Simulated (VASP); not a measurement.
Set up this calculation in VASP 6.6.1, as the native input.

```
Task                   : single point
Functional             : PBEsol
Potentials or basis    : VASP PAW PBE potentials, release 64 (Rh_pv)
Cutoff                 : 400 eV
k mesh                 : 9 × 12 × 1
Occupations            : methfessel-paxton, width 0.1 eV
Spin                   : no spin polarisation
Dipole correction      : yes
Further INCAR settings : ALGO = Normal; EDIFF = 1e-06; NBANDS = 46; NELMDL = -8
```

The structure of Rh lies in POSCAR:

```
Rh
1.0
    3.7795061340      0.0000000000      0.0000000000
    0.0000000000      2.6725144170      0.0000000000
    0.0000000000      0.0000000000     21.3450288330
Rh
5
Direct
    0.0000000000      0.0000000000      0.3747945277
    0.5000000000      0.5000000000      0.4373972638
    0.0000000000      0.0000000000      0.5000000000
    0.5000000000      0.5000000000      0.5626027362
    0.0000000000      0.0000000000      0.6252054723
```

These files were run (other wordings do the same):

INCAR

```
ALGO = Normal
DIPOL = 0.5 0.5 0.500
EDIFF = 1E-6
ENCUT = 400
GGA = PS
GGA_COMPAT = False
IDIPOL = 3
ISIF = 2
ISMEAR = 1
LASPH = True
LCHARG = False
LDIPOL = True
LREAL = False
LWAVE = False
NBANDS = 46
NELM = 120
NELMDL = -8
PREC = Accurate
SIGMA = 0.1
```

KPOINTS

```
k-points
0
Gamma
  9 12 1
```

Potentials or basis: VASP PAW PBE potentials, release 64 (Rh_pv).

Command:

```bash
$ cat potpaw_PBE.64/Rh_pv/POTCAR > POTCAR
$ mpirun -np 1 vasp_std > vasp.out
```

It gave:

The largest force is 1.332 eV/Å. The band gap on the k mesh is zero (an odd number of electrons rules out a gap without spin polarisation).

Caveat: the PAW data sets were made with another functional, which shifts forces and pressure a little.

It took 12 min on 1 thread of Oxide Virtual Turin-like Processor, on a shared host, peak memory 0.3 GiB.
